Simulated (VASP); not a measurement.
# Ag (I4/mmm) in VASP: further runs

The runs below take Ag through single point, with r2SCAN.

All numbers are computed with VASP 6.6.1; they aren't measurements. Logs are shortened: lines on timing, memory, paths and dates and some standing lists are left out, and cuts for length are marked.

### 1 The cell of the first run

Symmetry: I4/mmm, No. 139, tetragonal system. Conventional cell: a = 3.153 Å, b = 3.153 Å, c = 3.478 Å, α = 90.00°, β = 90.00°, γ = 90.00°. Ag (site symmetry 4/mmm) has 14 Ag at 2.83 to 3.48 Å within 3.7 Å.

### 2 Single point, r2SCAN

The input, POSCAR:

```
Ag
1.0
    0.0000000000      2.2292677163      1.7388288187
    2.2292677163      0.0000000000      1.7388288187
    2.2292677163      2.2292677163      0.0000000000
Ag
1
Direct
    0.0000000000      0.0000000000      0.0000000000
```

The input, INCAR.step1:

```
SYSTEM = Ag
PREC = Accurate ; ENCUT = 520
ISMEAR = 0 ; SIGMA = 0.15
LREAL = .False. ; LASPH = .True.
NELM = 100 ; NBANDS = 12
GGA = PE ; ALGO = Normal
EDIFF = 1E-4 ; LWAVE = .True.
LCHARG = .False.
```

The input, INCAR.step2:

```
SYSTEM = Ag
PREC = Accurate ; ENCUT = 520
EDIFF = 1E-6 ; ISMEAR = 0
SIGMA = 0.15 ; LREAL = .False.
LASPH = .True. ; NELM = 100
ALGO = Normal ; ISIF = 2
LWAVE = .False. ; LCHARG = .False.
METAGGA = R2SCAN ; LMIXTAU = .True.
NBANDS = 12 ; ISTART = 1
```

The input, KPOINTS:

```
Automatic mesh
0
Gamma
  28 28 28
  0 0 0
```

Potentials or basis: VASP PAW PBE potentials, release 64 (Ag).

Run with:

```
$ cat potpaw_PBE.64/Ag/POTCAR > POTCAR
$ cp INCAR.step1 INCAR
$ mpirun -np 1 vasp_std > vasp.out
$ cp INCAR.step2 INCAR
$ mpirun -np 1 vasp_std > vasp.out
```

OUTCAR:

```text
SYSTEM = Ag
   PREC = Accurate
   ENCUT = 520
   EDIFF = 1E-6
   ISMEAR = 0
   LREAL = .False.
   LASPH = .True.
   NELM = 100
   ISIF = 2
   METAGGA = R2SCAN
   ISTART = 1

 ion  position               nearest neighbor table
   1  0.000  0.000  0.000-

  LATTYP: Found a body centered tetragonal cell.
 ALAT       =     3.1526606386
 C/A-ratio  =     1.1030865786

  Lattice vectors:

 A1 = (   0.0000000000,  -2.2292677163,  -1.7388288187)
 A2 = (   0.0000000000,   2.2292677163,  -1.7388288187)
 A3 = (   2.2292677163,   0.0000000000,   1.7388288187)

Analysis of symmetry for initial positions (statically):
=====================================================================
 Subroutine PRICEL returns:
 Original cell was already a primitive cell.

 Routine SETGRP: Setting up the symmetry group for a
 body centered tetragonal supercell.

 Subroutine GETGRP returns: Found 16 space group operations
 (whereof 16 operations were pure point group operations)
 out of a pool of 16 trial point group operations.

The static configuration has the point symmetry D_4h.

Analysis of symmetry for dynamics (positions and initial velocities):
=====================================================================
 Subroutine PRICEL returns:
 Original cell was already a primitive cell.

 Routine SETGRP: Setting up the symmetry group for a
 body centered tetragonal supercell.

 Subroutine GETGRP returns: Found 16 space group operations
 (whereof 16 operations were pure point group operations)
 out of a pool of 16 trial point group operations.

The dynamic configuration has the point symmetry D_4h.

 Subroutine INISYM returns: Found 16 space group operations
 (whereof 16 operations are pure point group operations),
 and found     1 'primitive' translations

----------------------------------------------------------------------------------------

                                     Primitive cell

  volume of cell :      17.2827

  direct lattice vectors                    reciprocal lattice vectors
     0.000000000  2.229267716  1.738828819    -0.224288898  0.224288898  0.287549870
     2.229267716  0.000000000  1.738828819     0.224288898 -0.224288898  0.287549870
     2.229267716  2.229267716  0.000000000     0.224288898  0.224288898 -0.287549870

  length of vectors
     2.827217751  2.827217751  3.152660639     0.428130760  0.428130760  0.428130760

  position of ions in fractional coordinates (direct lattice)
     0.000000000  0.000000000  0.000000000

  ion indices of the primitive-cell ions
   primitive index   ion index
                 1           1

----------------------------------------------------------------------------------------

 KPOINTS: Automatic mesh

Automatic generation of k-mesh.
 Grid dimensions read from file:
 generate k-points for:   28   28   28

 Generating k-lattice:

  Cartesian coordinates                     Fractional coordinates (reciprocal lattice)
    -0.008010318  0.008010318  0.010269638     0.035714286  0.000000000  0.000000000
     0.008010318 -0.008010318  0.010269638     0.000000000  0.035714286  0.000000000
     0.008010318  0.008010318 -0.010269638    -0.000000000 -0.000000000  0.035714286

  Length of vectors
     0.015290384  0.015290384  0.015290384

  Shift w.r.t. Gamma in fractional coordinates (k-lattice)
     0.000000000  0.000000000  0.000000000

 Subroutine IBZKPT returns following result:
 ===========================================

 Found   1639 irreducible k-points:

 Following reciprocal coordinates:
            Coordinates               Weight
  0.000000  0.000000  0.000000      1.000000
  0.035714  0.000000  0.000000      8.000000
  0.071429  0.000000  0.000000      8.000000
  0.107143  0.000000  0.000000      8.000000
  0.142857  0.000000  0.000000      8.000000
  0.178571 -0.000000  0.000000      8.000000
[... 16 lines left out ...]
  0.285714  0.035714  0.000000      8.000000
  0.321429  0.035714  0.000000      8.000000
 [... further k-points ...]
   k-points           NKPTS =   1639   k-points in BZ     NKDIM =   1639   number of bands    NBANDS=     12
   number of dos      NEDOS =    301   number of ions     NIONS =      1
   total plane-waves  NPLWV =  13824
   dimension x,y,z NGX =    24 NGY =   24 NGZ =   24
   dimension x,y,z NGXF=    48 NGYF=   48 NGZF=   48
   ions per type =               1
   NGX,Y,Z   is equivalent  to a cutoff of  14.11, 14.11, 12.66 a.u.
   NGXF,Y,Z  is equivalent  to a cutoff of  28.22, 28.22, 25.31 a.u.
 SYSTEM =  Ag
   PREC   = accura    normal or accurate (medium, high low for compatibility)
   ISTART =      1    job   : 0-new  1-cont  2-samecut
   ICHARG =      0    charge: 1-file 2-atom 10-const
   ISPIN  =      1    spin polarized calculation?
   LNONCOLLINEAR =      F non collinear calculations
   LSORBIT =      F    spin-orbit coupling
   LASPH  =      T    aspherical Exc in radial PAW
   ENCUT  =  520.0 eV  38.22 Ry    6.18 a.u.   5.26  5.26  5.86*2*pi/ulx,y,z
   NELM   =    100;   NELMIN=  2; NELMDL=  0     # of ELM steps
   EDIFF  = 0.1E-05   stopping-criterion for ELM
   LREAL  =      F    real-space projection
   EDIFFG = 0.1E-04   stopping-criterion for IOM
   NSW    =      0    number of steps for IOM
   IBRION =     -1    ionic relax: 0-MD 1-quasi-New 2-CG
   NFREE  =      0    steps in history (QN), initial steepest desc. (CG)
   ISIF   =      2    stress and relaxation
   ISYM   =      2    0-nonsym 1-usesym 2-fastsym
   POTIM  = 0.5000    time-step for ionic-motion
   TEBEG  =    0.0;   TEEND  =   0.0 temperature during run
   PSTRESS=    0.0 pullay stress
   NELECT =      11.0000    total number of electrons
   NUPDOWN=      -1.0000    fix difference up-down
   EMIN   =  10.00;   EMAX   =-10.00  energy-range for DOS
   EFERMI =   0.00;   METHOD = LEGACY
   ISMEAR =     0;   SIGMA  =   0.15  broadening in eV -4-tet -1-fermi 0-gaus
   EFERMI_NEDOS =   21; number of points for ismear=-14 and -15
   IALGO  =     38    algorithm
   IMIX   =      4    mixing-type and parameters
     AMIX     =   0.40;   BMIX     =  1.00
     AMIX_MAG =   1.60;   BMIX_MAG =  1.00
  volume/ion in A,a.u.               =      17.28       116.63
  Fermi-wavevector in a.u.,A,eV,Ry     =   1.408214  2.661138 26.981257  1.983066
  Thomas-Fermi vector in A             =   2.530394
   LORBIT       =      0    0 simple, 1 ext, 2 COOP (PROOUT), +10 PAW based schemes
   METAGGA = R2SCAN    functional components
   LHFCALC =     F    Hartree Fock is set to
   AEXX    =    0.0000 exact exchange contribution
   IVDW    =     0    specifies the selected vdW correction
   LEPSILON=     F    determine dielectric tensor
   LRPA    =     F    only Hartree local field effects (RPA)
 non-spin polarized calculation
 Gauss-broadening in eV      SIGMA  =   0.15
  energy-cutoff  :      520.00
  volume of cell :       17.28
 maximum number of plane-waves:       480
 NGX is ok and might be reduce to    24

 number of electron      11.0000004 magnetization

 Free energy of the ion-electron system (eV)
  ---------------------------------------------------
  ext. energy  EPLUGINS =         0.00000000
  ---------------------------------------------------
  free energy    TOTEN  =       -21.33032754 eV

  energy without entropy =      -21.32727025  energy(sigma->0) =      -21.32879889

 E-fermi :   8.2728     XC(G=0): -12.8730

 val. band max:        8.2722186552   @ k =   0.5000   0.0714   0.3214
 cond. band min:       8.2825968608   @ k =  -0.2500   0.3214   0.1429
 fundamental gap:      0.0103782056
 Fermi energy:         8.2728083187

 k-point     1 :       0.0000    0.0000    0.0000
  band No.  band energies     occupation
      1       0.3981      2.00000
      2       2.9399      2.00000
      3       2.9399      2.00000
      4       3.3499      2.00000
      5       4.0843      2.00000
      6       4.5249      2.00000
      7      25.9078      0.00000
      8      27.4402      0.00000
      9      27.4402      0.00000
     10      31.4565      0.00000
     11      33.2470      0.00000
     12      33.4353      0.00000

 k-point     2 :       0.0357    0.0000    0.0000
  band No.  band energies     occupation
      1       0.4403      2.00000
      2       2.9425      2.00000
      3       2.9490      2.00000
      4       3.3544      2.00000
      5       4.0786      2.00000
      6       4.5188      2.00000
      7      25.8847      0.00000
      8      27.3260      0.00000
      9      27.4652      0.00000
     10      31.0341      0.00000
     11      32.8196      0.00000
     12      33.7534      0.00000

 k-point     3 :       0.0714    0.0000    0.0000
  band No.  band energies     occupation
      1       0.5652      2.00000
      2       2.9508      2.00000
      3       2.9686      2.00000
      4       3.3758      2.00000
      5       4.0626      2.00000
      6       4.5019      2.00000
      7      25.7532      0.00000
      8      26.9868      0.00000
      9      27.5373      0.00000
     10      30.3854      0.00000
     11      32.0028      0.00000
     12      33.0866      0.00000
[... 286 lines left out ...]
 k-point    23 :       0.2857    0.0357    0.0000
  band No.  band energies     occupation
      1       1.8487      2.00000
      2       2.7403      2.00000
      3       3.8837      2.00000
      4       3.9811      2.00000
      5       4.3875      2.00000
      6       4.5149      2.00000
      7      18.8839      0.00000
      8      24.2577      0.00000
      9      26.1298      0.00000
     10      29.5461      0.00000
     11      30.4083      0.00000
     12      31.8126      0.00000

 k-point    24 :       0.3214    0.0357    0.0000
  band No.  band energies     occupation
      1       1.8348      2.00000
      2       2.6719      2.00000
      3       3.9857      2.00000
      4       4.1858      2.00000
      5       4.6248      2.00000
      6       4.8806      2.00000
      7      17.4503      0.00000
      8      23.8171      0.00000
      9      25.5374      0.00000
     10      29.5152      0.00000
     11      30.4712      0.00000
     12      32.7057      0.00000

 [... further k-points ...]

------------------------ aborting loop because EDIFF is reached ----------------------------------------

  FORCE on cell =-STRESS in cart. coord.  units (eV):
  Direction    XX          YY          ZZ          XY          YZ          ZX
  --------------------------------------------------------------------------------------
  -------------------------------------------------------------------------------------
  Total        0.0489543      0.0489543      0.1878471      0.0000000      0.0000000     -0.0000000
  in kB        4.5382693      4.5382693     17.4142077      0.0000000      0.0000000     -0.0000000
  external PRESSURE =       8.8302487 kB  Pullay stress =       0.0000000 kB

 VOLUME and BASIS-vectors are now :
 -----------------------------------------------------------------------------
  energy-cutoff  :      520.00
  volume of cell :       17.28
      direct lattice vectors                 reciprocal lattice vectors
     0.000000000  2.229267716  1.738828819    -0.224288898  0.224288898  0.287549870
     2.229267716  0.000000000  1.738828819     0.224288898 -0.224288898  0.287549870
     2.229267716  2.229267716  0.000000000     0.224288898  0.224288898 -0.287549870

 POSITION                                       TOTAL-FORCE (eV/Angst)
 -----------------------------------------------------------------------------------
      0.00000      0.00000      0.00000         0.000000     -0.000000      0.000000
 -----------------------------------------------------------------------------------
    total drift:                               -0.000000      0.000000     -0.000000

  FREE ENERGIE OF THE ION-ELECTRON SYSTEM (eV)
  ---------------------------------------------------
  free  energy   TOTEN  =       -21.3303275399 eV

  energy  without entropy=      -21.3272702489  energy(sigma->0) =      -21.32879889
```

Run time: 5 min. Hardware: 1 thread of Intel Xeon 6975P-C (Granite Rapids), shared host; peak memory 0.43 GiB.

What came out:

```
Free energy            : -21.3303 eV
Pressure               : 0.9 GPa
Band gap on the k mesh : zero (an odd number of electrons rules out a gap without spin polarisation)
```

Levels at points of the mesh, in eV from the Fermi level:
```
           k point  band 3  band 4  band 5  band 6  band 7  band 8  band 9  band 10
(0.00, 0.00, 0.00)   -5.33   -4.92   -4.19   -3.75   17.63   19.17   19.17    23.18
(0.50, 0.00, 0.00)   -4.29   -3.70   -2.96   -0.15    3.90   14.42   15.81    21.13
(0.50, 0.50, 0.00)   -3.23   -3.09   -3.09    5.34    8.20    8.20   11.46    14.60
(0.50, 0.00, 0.50)   -3.65   -3.62   -2.85    0.44    4.89   12.86   13.53    19.41
```

Caveat: the PAW data sets were made with another functional, which shifts forces and pressure a little.

### 3 Single point, r2SCAN

This run uses another cell than the first one, of the same volume but with other edges.

The input, POSCAR:

```
Ag
1.0
    0.0000000000      1.8802372116      2.4443083751
    1.8802372116      0.0000000000      2.4443083751
    1.8802372116      1.8802372116      0.0000000000
Ag
1
Direct
    0.0000000000      0.0000000000      0.0000000000
```

The input, INCAR.step1:

```
SYSTEM = Ag
ALGO = Normal
EDIFF = 1E-4
ENCUT = 520
GGA = PE
ISMEAR = 0
LASPH = .True.
LCHARG = .False.
LREAL = .False.
LWAVE = .True.
NBANDS = 12
NELM = 100
PREC = Accurate
SIGMA = 0.15
```

The input, INCAR.step2:

```
SYSTEM = Ag
ALGO = Normal
EDIFF = 1E-7
ENCUT = 520
ISIF = 2
ISMEAR = 0
ISTART = 1
LASPH = .True.
LCHARG = .False.
LMIXTAU = .True.
LREAL = .False.
LWAVE = .False.
METAGGA = R2SCAN
NBANDS = 12
NELM = 100
PREC = Accurate
SIGMA = 0.15
```

The input, KPOINTS:

```
k-points
0
Gamma
  28 28 28
  0 0 0
```

Potentials or basis: VASP PAW PBE potentials, release 64 (Ag).

Run with:

```
$ cat potpaw_PBE.64/Ag/POTCAR > POTCAR
$ cp INCAR.step1 INCAR
$ mpirun -np 1 vasp_std > vasp.out
$ cp INCAR.step2 INCAR
$ mpirun -np 1 vasp_std > vasp.out
```

OUTCAR:

```text
SYSTEM = Ag
   EDIFF = 1E-7
   ENCUT = 520
   ISIF = 2
   ISMEAR = 0
   ISTART = 1
   LASPH = .True.
   LREAL = .False.
   METAGGA = R2SCAN
   NELM = 100
   PREC = Accurate

 ion  position               nearest neighbor table
   1  0.000  0.000  0.000-

  LATTYP: Found a body centered tetragonal cell.
 ALAT       =     2.6590569651
 C/A-ratio  =     1.8384776311

  Lattice vectors:

 A1 = (  -1.8802372116,   0.0000000000,   2.4443083751)
 A2 = (   1.8802372116,   0.0000000000,   2.4443083751)
 A3 = (   0.0000000000,   1.8802372116,  -2.4443083751)

Analysis of symmetry for initial positions (statically):
=====================================================================
 Subroutine PRICEL returns:
 Original cell was already a primitive cell.

 Routine SETGRP: Setting up the symmetry group for a
 body centered tetragonal supercell.

 Subroutine GETGRP returns: Found 16 space group operations
 (whereof 16 operations were pure point group operations)
 out of a pool of 16 trial point group operations.

The static configuration has the point symmetry D_4h.

Analysis of symmetry for dynamics (positions and initial velocities):
[... 167 lines left out ...]
      2       1.9683      2.00000
      3       3.0832      2.00000
      4       3.8884      2.00000
      5       3.8884      2.00000
      6       4.9463      2.00000
      7      25.3840      0.00000
      8      25.8974      0.00000
      9      29.7317      0.00000
     10      29.7317      0.00000
     11      31.6744      0.00000
     12      31.9173      0.00000
[... 331 lines left out ...]
 k-point    24 :       0.3214    0.0357    0.0000
  band No.  band energies     occupation
      1       1.7470      2.00000
      2       2.5520      2.00000
      3       4.0261      2.00000
      4       4.0866      2.00000
      5       4.6133      2.00000
      6       4.6229      2.00000
      7      18.0479      0.00000
      8      22.1607      0.00000
      9      27.7441      0.00000
     10      28.9624      0.00000
     11      29.5335      0.00000
     12      34.2259      0.00000

 [... further k-points ...]

------------------------ aborting loop because EDIFF is reached ----------------------------------------

  FORCE on cell =-STRESS in cart. coord.  units (eV):
  Direction    XX          YY          ZZ          XY          YZ          ZX
  --------------------------------------------------------------------------------------
  -------------------------------------------------------------------------------------
  Total        1.1667446      1.1667446     -0.8333054      0.0000000      0.0000000      0.0000000
  in kB      108.1621017    108.1621017    -77.2508955      0.0000000      0.0000000      0.0000000
  external PRESSURE =      46.3577693 kB  Pullay stress =       0.0000000 kB

 VOLUME and BASIS-vectors are now :
 -----------------------------------------------------------------------------
  energy-cutoff  :      520.00
  volume of cell :       17.28
      direct lattice vectors                 reciprocal lattice vectors
     0.000000000  1.880237212  2.444308375    -0.265923893  0.265923893  0.204556841
     1.880237212  0.000000000  2.444308375     0.265923893 -0.265923893  0.204556841
     1.880237212  1.880237212  0.000000000     0.265923893  0.265923893 -0.204556841

 POSITION                                       TOTAL-FORCE (eV/Angst)
 -----------------------------------------------------------------------------------
      0.00000      0.00000      0.00000         0.000000     -0.000000      0.000000
 -----------------------------------------------------------------------------------
    total drift:                                0.000000      0.000000      0.000000

  FREE ENERGIE OF THE ION-ELECTRON SYSTEM (eV)
  ---------------------------------------------------
  free  energy   TOTEN  =       -21.2181590756 eV

  energy  without entropy=      -21.2155806637  energy(sigma->0) =      -21.21686987
```

OUTCAR.step1:

```text
SYSTEM = Ag
   EDIFF = 1E-4
   ENCUT = 520
   GGA = PE
   ISMEAR = 0
   LASPH = .True.
[... 578 lines left out ...]
 -----------------------------------------------------------------------------------
      0.00000      0.00000      0.00000         0.000000      0.000000     -0.000000
 -----------------------------------------------------------------------------------
    total drift:                               -0.000000      0.000000     -0.000000

  FREE ENERGIE OF THE ION-ELECTRON SYSTEM (eV)
  ---------------------------------------------------
  free  energy   TOTEN  =        -2.5653240377 eV

  energy  without entropy=       -2.5626365257  energy(sigma->0) =       -2.56398028
```

Wall time 6.2 min (1 thread of Intel Xeon 6975P-C (Granite Rapids), shared host); peak memory 0.42 GiB.

Results:

- Free energy: -21.2182 eV
- Pressure: 4.6 GPa
- Band gap on the k mesh: zero (an odd number of electrons rules out a gap without spin polarisation)

Caveat: the cell stands under pressure; the PAW data sets were made with another functional, which shifts forces and pressure a little.
